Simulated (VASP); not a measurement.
SnSe:

```xyz
2
Lattice="0.0000 3.3908 3.3908 3.3908 0.0000 3.3908 3.3908 3.3908 0.0000" Properties=species:S:1:pos:R:3 pbc="T T T"
Sn    0.0000    0.0000    0.0000
Se    5.0863    5.0863    5.0863
```

Base run:

- Program: VASP 6.6.1
- Functional: r2SCAN
- Potentials or basis: VASP PAW PBE potentials, release 64 (Sn_d, Se)
- Cutoff: 520 eV
- k mesh: 4 × 4 × 4
- Occupations: fermi-dirac, width 0.05 eV
- Spin: no spin polarisation

Its results: band gap on the k mesh 0.14 eV, indirect (least direct gap 0.79 eV); pressure -1.0 GPa.

**Question.** The run is repeated on the same cell with these changes: functional from r2SCAN to PBE; cutoff from 520 eV to 500 eV; occupations from fermi-dirac, width 0.05 eV to fermi-dirac, width 0.03 eV. What comes out?

**Answer.** Band gap on the k mesh 0.07 eV, indirect (least direct gap 0.69 eV); pressure -0.3 GPa.

Caveats: spin-orbit coupling is left out, which moves the levels of the heavy elements; the PAW data sets were made with another functional, which shifts forces and pressure a little (some runs).

A k mesh can miss the band edges.
